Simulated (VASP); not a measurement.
# WSe2 (R-3m) in VASP: further runs

Runs on WSe2. Level: PBE. Tasks: single point.

Everything below comes from runs of VASP 6.6.1. Logs are shortened: lines on timing, memory, paths and dates and some standing lists are left out, and cuts for length are marked.

### 1 The cell of the first run

The structure is trigonal, space group R-3m (No. 166). The conventional cell has a = 3.287 Å, b = 3.287 Å, c = 19.492 Å, α = 90.00°, β = 90.00°, γ = 120.00°. Within 3.4 Å of W (site symmetry -3m) lie 6 Se at 2.55 Å and 6 W at 3.29 Å. Within 3.4 Å of Se (site symmetry 3m) lie 3 W at 2.55 Å and 6 Se at 3.29 Å.

### 2 Single point, PBE

Input file INCAR:

```
ALGO     = Normal         # electronic algorithm
EDIFF    = 1E-6           # SCF threshold, eV
ENCUT    = 520            # plane-wave cutoff, eV
GGA      = PE             # functional
ISIF     = 2              # what is computed and relaxed
ISMEAR   = -1             # smearing method
LASPH    = T              # aspherical terms in the spheres
LCHARG   = T              # write CHGCAR
LELF     = T              # ELF
LREAL    = F              # projectors in reciprocal space
LVHAR    = T            
LWAVE    = F              # write WAVECAR
NBANDS   = 20             # bands
NELM     = 100            # most SCF steps
PREC     = Accurate       # precision mode
SIGMA    = 0.02           # smearing width, eV
```

Input file KPOINTS:

```
k-points
0
Gamma
  4 4 4
```

Input file POSCAR:

```
WSe2
1.0
    1.6433003578      0.9487599040      6.4972669668
   -1.6433003578      0.9487599040      6.4972669668
    0.0000000000     -1.8975198079      6.4972669668
W Se
1 2
Direct
    0.0000000000      0.0000000000      0.0000000000
    0.2462563275      0.2462563275      0.2462563275
    0.7537436725      0.7537436725      0.7537436725
```

Potentials or basis: VASP PAW PBE potentials, release 64 (W_sv, Se).

Started as:

```sh
cat potpaw_PBE.64/W_sv/POTCAR potpaw_PBE.64/Se/POTCAR > POTCAR
mpirun -np 1 vasp_std > vasp.out
```

OUTCAR:

```text
EDIFF = 1E-6
   ENCUT = 520
   GGA = PE
   ISIF = 2
   ISMEAR = -1
   LASPH = T
   LREAL = F
   NELM = 100
   PREC = Accurate

 ion  position               nearest neighbor table
   1  0.000  0.000  0.000-   3 2.55   3 2.55   2 2.55   2 2.55   3 2.55   2 2.55
   2  0.246  0.246  0.246-   1 2.55   1 2.55   1 2.55
   3  0.754  0.754  0.754-   1 2.55   1 2.55   1 2.55

  LATTYP: Found a trigonal (rhomboedric) cell.
 ALAT       =     6.7686822543
 COS(alpha) =     0.8821157891

  Lattice vectors:

 A1 = (   1.6433003578,   0.9487599040,   6.4972669668)
 A2 = (  -1.6433003578,   0.9487599040,   6.4972669668)
 A3 = (   0.0000000000,  -1.8975198079,   6.4972669668)

Analysis of symmetry for initial positions (statically):
=====================================================================
 Subroutine PRICEL returns:
 Original cell was already a primitive cell.

 Routine SETGRP: Setting up the symmetry group for a
 trigonal (rhombohedral) supercell.

 Subroutine GETGRP returns: Found 12 space group operations
 (whereof 12 operations were pure point group operations)
 out of a pool of 12 trial point group operations.

The static configuration has the point symmetry D_3d.

Analysis of symmetry for dynamics (positions and initial velocities):
=====================================================================
 Subroutine PRICEL returns:
 Original cell was already a primitive cell.

 Routine SETGRP: Setting up the symmetry group for a
 trigonal (rhombohedral) supercell.

 Subroutine GETGRP returns: Found 12 space group operations
 (whereof 12 operations were pure point group operations)
 out of a pool of 12 trial point group operations.

The dynamic configuration has the point symmetry D_3d.

 Subroutine INISYM returns: Found 12 space group operations
 (whereof 12 operations are pure point group operations),
 and found     1 'primitive' translations

----------------------------------------------------------------------------------------

                                     Primitive cell

  volume of cell :      60.7792

  direct lattice vectors                    reciprocal lattice vectors
     1.643300358  0.948759904  6.497266967     0.304265740  0.175667907  0.051303623
    -1.643300358  0.948759904  6.497266967    -0.304265740  0.175667907  0.051303623
     0.000000000 -1.897519808  6.497266967     0.000000000 -0.351335814  0.051303623

  length of vectors
     6.768682254  6.768682254  6.768682254     0.355061848  0.355061848  0.355061848

  position of ions in fractional coordinates (direct lattice)
     0.000000000  0.000000000  0.000000000
     0.246256327  0.246256327  0.246256327
     0.753743673  0.753743673  0.753743673

  ion indices of the primitive-cell ions
   primitive index   ion index
                 1           1
                 2           2
                 3           3

----------------------------------------------------------------------------------------

 KPOINTS: k-points

Automatic generation of k-mesh.
 Grid dimensions read from file:
 generate k-points for:    4    4    4

 Generating k-lattice:

  Cartesian coordinates                     Fractional coordinates (reciprocal lattice)
     0.076066435  0.043916977  0.012825906     0.250000000  0.000000000  0.000000000
    -0.076066435  0.043916977  0.012825906     0.000000000  0.250000000  0.000000000
     0.000000000 -0.087833954  0.012825906    -0.000000000 -0.000000000  0.250000000

  Length of vectors
     0.088765462  0.088765462  0.088765462

  Shift w.r.t. Gamma in fractional coordinates (k-lattice)
     0.000000000  0.000000000  0.000000000

 Subroutine IBZKPT returns following result:
 ===========================================

 Found     13 irreducible k-points:

 Following reciprocal coordinates:
            Coordinates               Weight
  0.000000  0.000000  0.000000      1.000000
  0.250000 -0.000000  0.000000      6.000000
  0.500000 -0.000000  0.000000      3.000000
  0.250000  0.250000  0.000000      6.000000
  0.500000  0.250000  0.000000     12.000000
 -0.250000  0.250000  0.000000      6.000000
  0.500000  0.500000  0.000000      3.000000
  0.250000  0.250000  0.250000      2.000000
  0.500000  0.250000  0.250000      6.000000
 -0.250000  0.250000  0.250000      6.000000
  0.500000  0.500000  0.250000      6.000000
 -0.250000  0.500000  0.250000      6.000000
  0.500000  0.500000  0.500000      1.000000
   k-points           NKPTS =     13   k-points in BZ     NKDIM =     13   number of bands    NBANDS=     20
   number of dos      NEDOS =    301   number of ions     NIONS =      3
   total plane-waves  NPLWV = 125000
   dimension x,y,z NGX =    50 NGY =   50 NGZ =   50
   dimension x,y,z NGXF=   100 NGYF=  100 NGZF=  100
   ions per type =               1   2
   NGX,Y,Z   is equivalent  to a cutoff of  12.28, 12.28, 12.28 a.u.
   NGXF,Y,Z  is equivalent  to a cutoff of  24.56, 24.56, 24.56 a.u.
 SYSTEM =  unknown system
   PREC   = accura    normal or accurate (medium, high low for compatibility)
   ISTART =      0    job   : 0-new  1-cont  2-samecut
   ICHARG =      2    charge: 1-file 2-atom 10-const
   ISPIN  =      1    spin polarized calculation?
   LNONCOLLINEAR =      F non collinear calculations
   LSORBIT =      F    spin-orbit coupling
   LASPH  =      T    aspherical Exc in radial PAW
   ENCUT  =  520.0 eV  38.22 Ry    6.18 a.u.  12.59 12.59 12.59*2*pi/ulx,y,z
   NELM   =    100;   NELMIN=  2; NELMDL= -5     # of ELM steps
   EDIFF  = 0.1E-05   stopping-criterion for ELM
   LREAL  =      F    real-space projection
   EDIFFG = 0.1E-04   stopping-criterion for IOM
   NSW    =      0    number of steps for IOM
   IBRION =     -1    ionic relax: 0-MD 1-quasi-New 2-CG
   NFREE  =      0    steps in history (QN), initial steepest desc. (CG)
   ISIF   =      2    stress and relaxation
   ISYM   =      2    0-nonsym 1-usesym 2-fastsym
   POTIM  = 0.5000    time-step for ionic-motion
   TEBEG  =    0.0;   TEEND  =   0.0 temperature during run
   PSTRESS=    0.0 pullay stress
   NELECT =      26.0000    total number of electrons
   NUPDOWN=      -1.0000    fix difference up-down
   EMIN   =  10.00;   EMAX   =-10.00  energy-range for DOS
   EFERMI =   0.00;   METHOD = LEGACY
   ISMEAR =    -1;   SIGMA  =   0.02  broadening in eV -4-tet -1-fermi 0-gaus
   EFERMI_NEDOS =   21; number of points for ismear=-14 and -15
   IALGO  =     38    algorithm
   IMIX   =      4    mixing-type and parameters
     AMIX     =   0.40;   BMIX     =  1.00
     AMIX_MAG =   1.60;   BMIX_MAG =  1.00
  volume/ion in A,a.u.               =      20.26       136.72
  Fermi-wavevector in a.u.,A,eV,Ry     =   1.233524  2.331022 20.702366  1.521581
  Thomas-Fermi vector in A             =   2.368251
   LORBIT       =      0    0 simple, 1 ext, 2 COOP (PROOUT), +10 PAW based schemes
   GGA     = PE    functional components
   LHFCALC =     F    Hartree Fock is set to
   AEXX    =    0.0000 exact exchange contribution
   IVDW    =     0    specifies the selected vdW correction
   LEPSILON=     F    determine dielectric tensor
   LRPA    =     F    only Hartree local field effects (RPA)
 non-spin polarized calculation
  energy-cutoff  :      520.00
  volume of cell :       60.78
 maximum number of plane-waves:      1648
   NGX = 25   NGY = 25   NGZ = 25

 number of electron      26.0000003 magnetization

 Free energy of the ion-electron system (eV)
  ---------------------------------------------------
  ext. energy  EPLUGINS =         0.00000000
  ---------------------------------------------------
  free energy    TOTEN  =       -20.63985535 eV

  energy without entropy =      -20.63609033  energy(sigma->0) =      -20.63797284

 E-fermi :   6.7777     XC(G=0): -10.7981

 val. band max:        6.7217153030   @ k =   0.5000   0.2500   0.0000
 cond. band min:       6.8208556669   @ k =   0.5000   0.5000   0.5000
 fundamental gap:      0.0991403639
 Fermi energy:         6.7777235646

 k-point     1 :       0.0000    0.0000    0.0000
  band No.  band energies     occupation
      1     -67.9712      2.00000
      2     -32.1934      2.00000
      3     -32.1174      2.00000
      4     -32.1174      2.00000
      5      -8.9639      2.00000
      6      -7.4896      2.00000
[... 12 lines left out ...]
     19      12.4792      0.00000
     20      16.1263      0.00000

 k-point     2 :       0.2500   -0.0000    0.0000
  band No.  band energies     occupation
      1     -67.9660      2.00000
      2     -32.2352      2.00000
      3     -32.1708      2.00000
      4     -32.1453      2.00000
      5      -8.0585      2.00000
      6      -7.1508      2.00000
[... 12 lines left out ...]
     19      13.6795      0.00000
     20      15.7302      0.00000

 k-point     3 :       0.5000   -0.0000    0.0000
  band No.  band energies     occupation
      1     -67.9608      2.00000
      2     -32.3505      2.00000
      3     -32.1730      2.00000
      4     -32.1481      2.00000
      5      -7.0796      2.00000
      6      -6.3964      2.00000
[... 12 lines left out ...]
     19      12.2338      0.00000
     20      12.6288      0.00000

 k-point     4 :       0.2500    0.2500    0.0000
  band No.  band energies     occupation
      1     -67.9660      2.00000
      2     -32.2352      2.00000
      3     -32.1708      2.00000
      4     -32.1453      2.00000
      5      -8.0012      2.00000
      6      -7.2311      2.00000
[... 176 lines left out ...]
 k-point    12 :      -0.2500    0.5000    0.2500
  band No.  band energies     occupation
      1     -67.9608      2.00000
      2     -32.3065      2.00000
      3     -32.2179      2.00000
      4     -32.1482      2.00000
      5      -6.8612      2.00000
      6      -6.6872      2.00000
[... 12 lines left out ...]
     19      13.4474      0.00000
     20      14.5095      0.00000

 k-point    13 :       0.5000    0.5000    0.5000
  band No.  band energies     occupation
      1     -67.9713      2.00000
      2     -32.1935      2.00000
      3     -32.1174      2.00000
      4     -32.1174      2.00000
      5      -8.6869      2.00000
      6      -7.9256      2.00000
[... 12 lines left out ...]
     19      13.3108      0.00000
     20      15.7938      0.00000

------------------------ aborting loop because EDIFF is reached ----------------------------------------

  FORCE on cell =-STRESS in cart. coord.  units (eV):
  Direction    XX          YY          ZZ          XY          YZ          ZX
  --------------------------------------------------------------------------------------
  -------------------------------------------------------------------------------------
  Total        0.9012957      0.9012957      2.1722235      0.0000000      0.0000000      0.0000000
  in kB       23.7586987     23.7586987     57.2611222      0.0000000      0.0000000      0.0000000
  external PRESSURE =      34.9261732 kB  Pullay stress =       0.0000000 kB

 VOLUME and BASIS-vectors are now :
 -----------------------------------------------------------------------------
  energy-cutoff  :      520.00
  volume of cell :       60.78
      direct lattice vectors                 reciprocal lattice vectors
     1.643300358  0.948759904  6.497266967     0.304265740  0.175667907  0.051303623
    -1.643300358  0.948759904  6.497266967    -0.304265740  0.175667907  0.051303623
     0.000000000 -1.897519808  6.497266967     0.000000000 -0.351335814  0.051303623

 POSITION                                       TOTAL-FORCE (eV/Angst)
 -----------------------------------------------------------------------------------
      0.00000      0.00000      0.00000         0.000000      0.000000      0.000000
      0.00000      0.00000      4.79998        -0.000000     -0.000000     -0.489592
      0.00000      0.00000     14.69182        -0.000000      0.000000      0.489592
 -----------------------------------------------------------------------------------
    total drift:                               -0.000000     -0.000000      0.000000

  FREE ENERGIE OF THE ION-ELECTRON SYSTEM (eV)
  ---------------------------------------------------
  free  energy   TOTEN  =       -20.6398553481 eV

  energy  without entropy=      -20.6360903339  energy(sigma->0) =      -20.63797284
```

Run time: 1.9 min. Hardware: 1 thread of Intel Xeon 8259CL, shared host; peak memory 0.33 GiB.

What came out:

| Quantity | Value |
| --- | --- |
| Free energy | -20.6399 eV |
| Pressure | 3.5 GPa |
| Largest force | 0.490 eV/Å |
| Band gap on the k mesh | 0.10 eV (least direct gap 0.12 eV) |

Forces in eV/Å, atoms in the order of the input:
```
W    0.000  0.000  0.000
Se   0.000  0.000 -0.490
Se   0.000  0.000  0.490
```

Levels at points of the mesh, in eV from the valence-band top:
```
           k point  band 9  band 10  band 11  band 12  band 13  band 14  band 15  band 16  band 17  band 18
(0.00, 0.00, 0.00)   -3.40    -1.84    -1.61    -0.62    -0.62     0.25     0.25     3.44     3.44     4.75
(0.50, 0.00, 0.00)   -5.26    -3.80    -3.08    -2.10    -1.37     1.61     2.20     3.33     3.50     5.05
(0.50, 0.50, 0.00)   -4.54    -3.69    -3.10    -2.39    -1.66     1.61     1.85     3.43     3.83     3.92
(0.50, 0.50, 0.50)   -3.38    -3.38    -0.61    -0.61    -0.47     0.10     0.10     3.60     3.60     5.91
```

Caveat: the k points lie up to 0.56 Å⁻¹ apart; spin-orbit coupling is left out, which moves the levels of the heavy elements.

(Continued in part 2 of 2.)

The gap in the log of VASP goes by the Fermi energy; the results here count the filled bands.